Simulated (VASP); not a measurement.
Rb, 1 atom in the cell. Symmetry: Im-3m, No. 229, cubic system. The conventional cell has a = 5.444 Å, b = 5.444 Å, c = 5.444 Å, α = 90.00°, β = 90.00°, γ = 90.00°.  This cell differs from its parent crystal: strain -0.030 along x and y, -0.030 along z.

- Program: VASP 6.6.1
- Task: single point
- Functional: PBE
- Potentials or basis: VASP PAW PBE potentials, release 64 (Rb_sv)
- Cutoff: 520 eV
- k mesh: 12 × 12 × 12
- Occupations: gaussian, width 0.15 eV
- Spin: no spin polarisation
- Dipole correction: no
- Further INCAR settings: ALGO = Fast; EDIFF = 1e-06; NBANDS = 10

Potentials or basis: VASP PAW PBE potentials, release 64 (Rb_sv).

Launch:

```console
$ cat potpaw_PBE.64/Rb_sv/POTCAR > POTCAR
$ mpirun -np 1 vasp_std > vasp.out
```

Hardware: 1 thread of Intel(R) Xeon(R) 6975P-C (Granite Rapids), with other jobs on the host.

**Question.** Estimate the wall time of this run.

**Answer.** Wall time 20 s on 1 thread of Intel(R) Xeon(R) 6975P-C (Granite Rapids), on a shared host, peak memory 0.22 GiB. Counts: scf iterations 11, k points 72.
